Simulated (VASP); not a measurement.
Here is a VASP 6.6.1 calculation.

INCAR

```
PREC = Accurate
ENCUT = 520
EDIFF = 1E-7
ISMEAR = 0
SIGMA = 0.15
LREAL = False
LASPH = True
NELM = 100
ALGO = Normal
ISIF = 2
LWAVE = False
LCHARG = False
GGA = PE
NBANDS = 33
```

KPOINTS

```
regular mesh
0
Gamma
  16 16 8
```

The input POSCAR:

```
Ta4O
1.0
    3.2547070451      0.0000000000      0.0000000000
    0.0000000000      3.2547070451      0.0000000000
    0.0000000000      0.0000000000      7.3953866605
Ta O
4 1
Direct
    0.0000000000      0.0000000000      0.5000000000
    0.5000000000      0.5000000000      0.7829127297
    0.5000000000      0.5000000000      0.2170872703
    0.0000000000      0.0000000000      0.0000000000
    0.5000000000      0.5000000000      0.5000000000
```

Potentials or basis: VASP PAW PBE potentials, release 64 (Ta_pv, O).

Command:

```bash
$ cat potpaw_PBE.64/Ta_pv/POTCAR potpaw_PBE.64/O/POTCAR > POTCAR
$ mpirun -np 1 vasp_std > vasp.out
```

Problem. Estimate the band gap on the k mesh.

Solution. Zero (bands 25 and 26 overlap by 0.99 eV).

Problem. What does it give for the largest force?

Solution. 0.042 eV/Å.

Stress tensor (GPa, compression positive):
```
0.25 0.00 0.00
0.00 0.25 0.00
0.00 0.00 0.48
```

Caveat: spin-orbit coupling is left out, which moves the levels of the heavy elements.
